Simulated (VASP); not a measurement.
# HfH2 (I4/mmm) in VASP: a series of runs, part 2 of 2

VASP 6.6.1. The steps go on from the part before.

## (3) Single point, PBEsol (biaxial strain in the a-b plane: -1.0 %, then relaxed in part)

The input, INCAR:

```
SYSTEM = HfH2
PREC     = Accurate       ! precision mode
ENCUT    = 520            ! plane-wave cutoff, eV
EDIFF    = 1E-7           ! SCF threshold, eV
ISMEAR   = 0              ! smearing method
SIGMA    = 0.1            ! smearing width, eV
LREAL    = .False.        ! projectors in reciprocal space
LASPH    = .True.         ! aspherical terms in the spheres
NELM     = 60             ! most SCF steps
ALGO     = Normal         ! electronic algorithm
ISIF     = 2              ! what is computed and relaxed
LWAVE    = .False.        ! write WAVECAR
LCHARG   = .False.        ! write CHGCAR
GGA      = PS             ! functional
NBANDS   = 21             ! bands
```

The input, KPOINTS:

```
regular mesh
0
Gamma
  10 10 8
  0 0 0
```

The input, POSCAR:

```
HfH2
1.0
    3.4296264281      0.0000000000      0.0000000000
    0.0000000000      3.4296264281      0.0000000000
    0.0000000000      0.0000000000      4.2841656083
Hf H
2 4
Direct
    0.0000000000      0.0000000000      0.0000000000
    0.5000000000      0.5000000000      0.5000000000
    0.0000000000      0.5000000000      0.2500000000
    0.5000000000      0.0000000000      0.2500000000
    0.5000000000      0.0000000000      0.7500000000
    0.0000000000      0.5000000000      0.7500000000
```

Potentials or basis: VASP PAW PBE potentials, release 64 (Hf_pv, H).

The run is started by

```sh
> cat potpaw_PBE.64/Hf_pv/POTCAR potpaw_PBE.64/H/POTCAR > POTCAR
> mpirun -np 1 vasp_std > vasp.out
```

OUTCAR:

```text
SYSTEM = HfH2
   PREC = Accurate
   ENCUT = 520
   EDIFF = 1E-7
   ISMEAR = 0
   LREAL = .False.
   LASPH = .True.
   NELM = 60
   ISIF = 2
   GGA = PS

 ion  position               nearest neighbor table
   1  0.000  0.000  0.000-   3 2.02   4 2.02   5 2.02   6 2.02   3 2.02   6 2.02   4 2.02   5 2.02
                             2 3.24   2 3.24   2 3.24   2 3.24   2 3.24   2 3.24   2 3.24   2 3.24
   2  0.500  0.500  0.500-   3 2.02   4 2.02   5 2.02   6 2.02   4 2.02   5 2.02   3 2.02   6 2.02
                             1 3.24   1 3.24   1 3.24   1 3.24   1 3.24   1 3.24   1 3.24   1 3.24
   3  0.000  0.500  0.250-   1 2.02   2 2.02   1 2.02   2 2.02
   4  0.500  0.000  0.250-   1 2.02   2 2.02   2 2.02   1 2.02
   5  0.500  0.000  0.750-   1 2.02   2 2.02   2 2.02   1 2.02
[... 802 lines left out ...]
  Total        0.5935873      0.5935873     -0.2060057      0.0000000     -0.0000000      0.0000000
  in kB       18.8727541     18.8727541     -6.5498271      0.0000000     -0.0000000      0.0000000
  external PRESSURE =      10.3985604 kB  Pullay stress =       0.0000000 kB

 VOLUME and BASIS-vectors are now :
 -----------------------------------------------------------------------------
  energy-cutoff  :      520.00
  volume of cell :       50.39
      direct lattice vectors                 reciprocal lattice vectors
     3.429626428  0.000000000  0.000000000     0.291576946  0.000000000  0.000000000
     0.000000000  3.429626428  0.000000000     0.000000000  0.291576946  0.000000000
     0.000000000  0.000000000  4.284165608     0.000000000  0.000000000  0.233417681

 POSITION                                       TOTAL-FORCE (eV/Angst)
 -----------------------------------------------------------------------------------
      0.00000      0.00000      0.00000        -0.000000     -0.000000      0.000000
      1.71481      1.71481      2.14208         0.000000      0.000000      0.000000
      0.00000      1.71481      1.07104        -0.000000     -0.000000      0.000000
      1.71481      0.00000      1.07104        -0.000000     -0.000000     -0.000000
      1.71481      0.00000      3.21312        -0.000000     -0.000000     -0.000000
      0.00000      1.71481      3.21312        -0.000000     -0.000000     -0.000000
 -----------------------------------------------------------------------------------
    total drift:                                0.000000      0.000000      0.000000

  FREE ENERGIE OF THE ION-ELECTRON SYSTEM (eV)
  ---------------------------------------------------
  free  energy   TOTEN  =       -37.5787546114 eV

  energy  without entropy=      -37.5737664177  energy(sigma->0) =      -37.57626051
```

Run time: 41 s. Hardware: 1 thread of Intel Xeon 6975P-C (Granite Rapids), shared host; peak memory 0.23 GiB.

Results:

| Item | Value |
| --- | --- |
| Free energy | -37.5788 eV |
| Pressure | 1.0 GPa |
| Band gap on the k mesh | zero (bands 12 and 13 overlap by 1.12 eV) |

Caveat: the cell differs from its parent crystal (biaxial strain in the a-b plane: -1.0 %, then relaxed in part); the PAW data sets were made with another functional, which shifts forces and pressure a little; spin-orbit coupling is left out, which moves the levels of the heavy elements.

## (4) Single point, PBEsol (biaxial strain in the a-b plane: -2.0 %, then relaxed in part)

The input, INCAR:

```
PREC = Accurate ; ENCUT = 520
EDIFF = 1E-7 ; ISMEAR = 0
SIGMA = 0.1 ; LREAL = False
LASPH = True ; NELM = 80
ALGO = Normal ; ISIF = 2
LWAVE = False ; LCHARG = False
GGA = PS ; NBANDS = 21
```

The input, KPOINTS:

```
Automatic mesh
0
Gamma
  10 10 8
```

Changes to POSCAR since step 3:

```diff
@@ -2,5 +2,5 @@
 1.0
-    3.4296264281      0.0000000000      0.0000000000
-    0.0000000000      3.4296264281      0.0000000000
-    0.0000000000      0.0000000000      4.2841656083
+    3.3949837369      0.0000000000      0.0000000000
+    0.0000000000      3.3949837369      0.0000000000
+    0.0000000000      0.0000000000      4.3659697796
 Hf H
```

Potentials or basis: VASP PAW PBE potentials, release 64 (Hf_pv, H).

The run is started by

```sh
> cat potpaw_PBE.64/Hf_pv/POTCAR potpaw_PBE.64/H/POTCAR > POTCAR
> mpirun -np 1 vasp_std > vasp.out
```

OUTCAR:

```text
PREC = Accurate
   ENCUT = 520
   EDIFF = 1E-7
   ISMEAR = 0
   LREAL = False
   LASPH = True
   NELM = 80
   ISIF = 2
   GGA = PS

 ion  position               nearest neighbor table
   1  0.000  0.000  0.000-   3 2.02   4 2.02   5 2.02   6 2.02   3 2.02   6 2.02   4 2.02   5 2.02
                             2 3.24   2 3.24   2 3.24   2 3.24   2 3.24   2 3.24   2 3.24   2 3.24
   2  0.500  0.500  0.500-   3 2.02   4 2.02   5 2.02   6 2.02   4 2.02   5 2.02   3 2.02   6 2.02
                             1 3.24   1 3.24   1 3.24   1 3.24   1 3.24   1 3.24   1 3.24   1 3.24
   3  0.000  0.500  0.250-   1 2.02   2 2.02   1 2.02   2 2.02
   4  0.500  0.000  0.250-   1 2.02   2 2.02   2 2.02   1 2.02
[... 803 lines left out ...]
  Total        0.8696038      0.8696038     -0.1964725      0.0000000      0.0000000     -0.0000000
  in kB       27.6869978     27.6869978     -6.2554178      0.0000000      0.0000000     -0.0000000
  external PRESSURE =      16.3728592 kB  Pullay stress =       0.0000000 kB

 VOLUME and BASIS-vectors are now :
 -----------------------------------------------------------------------------
  energy-cutoff  :      520.00
  volume of cell :       50.32
      direct lattice vectors                 reciprocal lattice vectors
     3.394983737  0.000000000  0.000000000     0.294552221  0.000000000  0.000000000
     0.000000000  3.394983737  0.000000000     0.000000000  0.294552221  0.000000000
     0.000000000  0.000000000  4.365969780     0.000000000  0.000000000  0.229044187

 POSITION                                       TOTAL-FORCE (eV/Angst)
 -----------------------------------------------------------------------------------
      0.00000      0.00000      0.00000        -0.000000     -0.000000      0.000000
      1.69749      1.69749      2.18298         0.000000      0.000000     -0.000000
      0.00000      1.69749      1.09149        -0.000000     -0.000000      0.000000
      1.69749      0.00000      1.09149        -0.000000     -0.000000      0.000000
      1.69749      0.00000      3.27448        -0.000000     -0.000000      0.000000
      0.00000      1.69749      3.27448        -0.000000     -0.000000      0.000000
 -----------------------------------------------------------------------------------
    total drift:                                0.000000      0.000000      0.000000

  FREE ENERGIE OF THE ION-ELECTRON SYSTEM (eV)
  ---------------------------------------------------
  free  energy   TOTEN  =       -37.5588412418 eV

  energy  without entropy=      -37.5521339333  energy(sigma->0) =      -37.55548759
```

OSZICAR:

```text
N       E                     dE             d eps       ncg     rms          rms(c)
DAV:   1     0.614057560106E+02    0.61406E+02   -0.12850E+04  4410   0.109E+03
DAV:   2    -0.364494417093E+02   -0.97855E+02   -0.94822E+02  5222   0.260E+02
DAV:   3    -0.397753071228E+02   -0.33259E+01   -0.32977E+01  5799   0.339E+01
DAV:   4    -0.397998228695E+02   -0.24516E-01   -0.24499E-01  5462   0.319E+00
DAV:   5    -0.398000455099E+02   -0.22264E-03   -0.22263E-03  5645   0.275E-01    0.718E+01
DAV:   6    -0.379908576773E+02    0.18092E+01   -0.19461E+00  5050   0.746E+00    0.450E+01
DAV:   7    -0.376515594295E+02    0.33930E+00   -0.28537E+00  5240   0.876E+00    0.624E+00
DAV:   8    -0.375617637504E+02    0.89796E-01   -0.51263E-01  4953   0.398E+00    0.227E+00
DAV:   9    -0.375589997662E+02    0.27640E-02   -0.18082E-02  5155   0.858E-01    0.721E-01
DAV:  10    -0.375589284734E+02    0.71293E-04   -0.27125E-03  5225   0.297E-01    0.805E-01
DAV:  11    -0.375588404914E+02    0.87982E-04   -0.30166E-04  5190   0.103E-01    0.774E-02
DAV:  12    -0.375588411642E+02   -0.67280E-06   -0.17629E-05  5478   0.254E-02    0.388E-02
DAV:  13    -0.375588412418E+02   -0.77653E-07   -0.58018E-07  5370   0.480E-03
   1 F= -.37558841E+02 E0= -.37555488E+02  d E =-.670731E-02
```

Run time: 44 s. Hardware: 1 thread of Intel Xeon 6975P-C (Granite Rapids), shared host; peak memory 0.23 GiB.

What came out:

- Free energy: -37.5588 eV
- Pressure: 1.6 GPa
- Band gap on the k mesh: zero (bands 12 and 13 overlap by 0.85 eV)

Levels at points of the mesh, in eV from the Fermi level:
| k point | band 9 | band 10 | band 11 | band 12 | band 13 | band 14 | band 15 | band 16 |
| --- | --- | --- | --- | --- | --- | --- | --- | --- |
| (0.00, 0.00, 0.00) | -4.50 | -4.08 | -1.33 | -0.51 | -0.51 | 0.15 | 2.13 | 3.33 |
| (0.50, 0.00, 0.00) | -5.53 | -5.53 | -1.47 | -1.47 | 0.94 | 0.94 | 1.76 | 1.76 |
| (0.50, 0.50, 0.00) | -5.62 | -5.62 | -4.31 | -4.31 | 4.31 | 4.31 | 4.57 | 4.57 |
| (0.00, 0.00, 0.50) | -6.01 | -6.01 | 0.34 | 0.34 | 0.85 | 0.85 | 0.85 | 0.85 |
| (0.50, 0.00, 0.50) | -5.18 | -5.18 | -0.76 | -0.76 | 0.37 | 0.37 | 4.15 | 4.15 |
| (0.50, 0.50, 0.50) | -6.35 | -6.35 | -2.62 | -2.62 | 1.12 | 1.12 | 4.34 | 4.34 |

Caveat: the cell differs from its parent crystal (biaxial strain in the a-b plane: -2.0 %, then relaxed in part); the PAW data sets were made with another functional, which shifts forces and pressure a little; spin-orbit coupling is left out, which moves the levels of the heavy elements.

## (5) Summary

| cell | gap on the mesh (eV) | pressure (GPa) |
| --- | --- | --- |
| a = 3.430, b = 3.430, c = 4.263 Å, 6 atoms | none | 1.8 |
| a = 3.430, b = 3.430, c = 4.284 Å, 6 atoms | none | 1.0 |
| a = 3.395, b = 3.395, c = 4.366 Å, 6 atoms | none | 1.6 |

Alike in all rows: task single point; level PBEsol; potentials or basis VASP PAW PBE potentials, release 64 (Hf_pv, H); no spin polarisation; k mesh 10 × 10 × 8; cutoff (eV) 520; smearing gaussian 0.1 eV.

Caveats: the PAW data sets were made with another functional, which shifts forces and pressure a little; spin-orbit coupling is left out, which moves the levels of the heavy elements.

Absolute energies hang on the potentials; compare differences alone.
